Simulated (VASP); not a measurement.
## Se: single point with PBE+D3(BJ)

The system is Se.

```
Se
1.0
     4.06815    0.00000    0.00000
    -2.03407    3.52312    0.00000
     0.00000    0.00000    5.12773
Se
3
Cartesian
  1.0062 0.0000 1.7092
  -0.5031 0.8714 3.4185
  1.5310 2.6517 0.0000
```

```
Program             : VASP 6.6.1
Task                : single point
Functional          : PBE
Dispersion          : D3(BJ)
Potentials or basis : VASP PAW PBE potentials, release 64 (Se)
Cutoff              : 520 eV
k mesh              : 12 × 12 × 8
Occupations         : gaussian, width 0.02 eV
Spin                : no spin polarisation
```

| Quantity | Value |
| --- | --- |
| Pressure | 0.1 GPa |
| Largest force | 0.019 eV/Å |
| Band gap on the k mesh | 0.51 eV (least direct gap 0.53 eV) |
| Dispersion energy per atom | -0.356 eV |

Forces on the atoms (eV/Å):
```
Se   0.019  0.000  0.000
Se  -0.009  0.016  0.000
Se  -0.009 -0.016  0.000
```

Stress tensor (GPa, compression positive):
```
0.06 0.00 0.00
0.00 0.06 0.00
0.00 0.00 0.16
```

Levels at points of the mesh, in eV from the valence-band top:
```tsv
k point	band 5	band 6	band 7	band 8	band 9	band 10	band 11	band 12	band 13	band 14
(0.00, 0.00, 0.00)	-3.45	-3.45	-1.88	-1.88	-0.54	1.46	1.46	2.05	6.40	6.40
(0.50, 0.00, 0.00)	-4.95	-3.78	-3.53	-1.48	-0.98	1.47	1.72	4.25	4.47	8.57
(0.00, 0.00, 0.50)	-3.11	-3.11	-1.39	-1.36	-1.36	0.93	0.95	0.95	5.68	7.06
(0.50, 0.00, 0.50)	-4.36	-4.23	-2.41	-1.92	-0.08	1.32	2.50	2.95	6.03	7.39
```

It took 64 s on 1 thread of Intel(R) Xeon(R) 6975P-C (Granite Rapids), with other jobs on the host, peak memory 0.26 GiB.

A k mesh can miss the band edges. PBE gaps usually lie below the measured ones, often by a third to a half.
